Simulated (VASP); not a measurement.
# Ga: electric field gradients with LDA

Crystal: Ga.

```
CELL_PARAMETERS angstrom
-1.40710 1.40710 2.34912
1.40710 -1.40710 2.34912
1.40710 1.40710 -2.34912
ATOMIC_POSITIONS crystal
Ga 0.00000 0.00000 0.00000
```

This cell differs from its parent crystal: volume scaled by 1.05.

| Quantity | Value |
| --- | --- |
| Program | VASP 6.6.1 |
| Task | electric field gradients |
| Functional | LDA |
| Potentials or basis | VASP PAW LDA potentials, release 64 (Ga_d) |
| Cutoff | 520 eV |
| k mesh | 18 × 18 × 18 |
| Occupations | fermi-dirac, width 0.05 eV |
| Spin | no spin polarisation |
| Dipole correction | no |
| Further INCAR settings | ALGO = Normal; EDIFF = 1e-08; NBANDS = 12 |

- Pressure: -4.2 GPa

Stress tensor (GPa, compression positive):
```
-3.85  0.00  0.00
 0.00 -3.85  0.00
 0.00  0.00 -4.98
```

Levels at points of the mesh, in eV from the Fermi level:
```csv
k point,band 4,band 5,band 6,band 7,band 8,band 9
"(0.00, 0.00, 0.00)",-14.89,-14.74,-11.10,11.96,12.35,12.35
"(0.50, 0.00, 0.00)",-14.74,-14.69,-4.88,-3.90,7.58,11.66
"(0.50, 0.50, 0.00)",-14.74,-14.61,-1.78,-1.13,3.64,4.96
"(0.50, 0.50, 0.50)",-14.71,-14.70,-4.50,-3.63,6.93,6.93
```

Electric field gradients, principal values (V/Å²):
```
atom    least   middle  greatest (by size)
1 Ga  -14.172  -14.177              28.349
```

It took 94 s on 1 thread of AMD EPYC 7R13 Processor (Zen 3) (shared host), peak memory 0.18 GiB.

Caveat: without QUAD_EFG the Cq values of the log hold for a quadrupole moment of 1 mb, not for the nuclei.
